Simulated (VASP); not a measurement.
Set up this calculation in VASP 6.6.1, as the native input.

| Quantity | Value |
| --- | --- |
| Task | single point |
| Functional | PBE |
| Dispersion | D3(BJ) |
| Potentials or basis | VASP PAW PBE potentials, release 64 (S, Zr_sv) |
| Cutoff | 400 eV |
| k mesh | 4 × 5 × 1 |
| Occupations | gaussian, width 0.05 eV |
| Spin | no spin polarisation |
| Dipole correction | yes |
| Further INCAR settings | ALGO = Normal; EDIFF = 1e-06; NBANDS = 87; NELMDL = -8 |

The structure of ZrS2 lies in POSCAR:

```
ZrS2
1.0
    7.2700394485      0.0000000000      0.0000000000
    0.0000000000      5.7227453154      0.0000000000
    0.0000000000      0.0000000000     25.3947184652
S Zr
12 6
Direct
    0.5000000000      0.2552453932      0.3347152681
    0.0000000000      0.2552453932      0.3347152681
    0.5000000000      0.7447546068      0.4173576341
    0.0000000000      0.7447546068      0.4173576341
    0.7500000000      0.2552453932      0.4586788170
    0.2500000000      0.2552453932      0.4586788170
    0.7500000000      0.7272558451      0.5392824210
    0.2500000000      0.7272558451      0.5392824210
    0.0000000000      0.2353610668      0.5840283283
    0.5000000000      0.2353610668      0.5840283283
    0.0000000000      0.7867343491      0.6743556643
    0.5000000000      0.7867343491      0.6743556643
    0.2500000000      0.0000000000      0.3760364511
    0.7500000000      0.0000000000      0.3760364511
    0.5000000000      0.0021019190      0.5002477205
    0.0000000000      0.0021019190      0.5002477205
    0.7500000000     -0.0500008433      0.6216464348
    0.2500000000     -0.0500008433      0.6216464348
```

The input as run:

INCAR

```
SYSTEM = ZrS2
  PREC = Accurate
  ENCUT = 400
  EDIFF = 1E-6
  ISMEAR = 0
  SIGMA = 0.05
  LREAL = .False.
  LASPH = .True.
  NELM = 120
  ALGO = Normal
  ISIF = 2
  LWAVE = .False.
  LCHARG = .False.
  LDIPOL = .True.
  IDIPOL = 3
  DIPOL = 0.5 0.5 0.501
  GGA = PE
  IVDW = 12
  NBANDS = 87
  GGA_COMPAT = .False.
  NELMDL = -8
```

KPOINTS

```
Automatic mesh
0
Gamma
  4 5 1
  0 0 0
```

Potentials or basis: VASP PAW PBE potentials, release 64 (S, Zr_sv).

Command:

```bash
$ cat potpaw_PBE.64/S/POTCAR potpaw_PBE.64/Zr_sv/POTCAR > POTCAR
$ mpirun -np 1 vasp_std > vasp.out
```

Results of the run:

```json
{
  "Largest force": "1.912 eV/Å",
  "Band gap on the k mesh": "1.02 eV",
  "Dispersion energy per atom": "-0.269 eV"
}
```

Wall time 21 min on 1 thread of Intel(R) Xeon(R) Platinum 8259CL CPU @ 2.50GHz (Skylake/Cascade Lake) (shared host), peak memory 0.85 GiB.
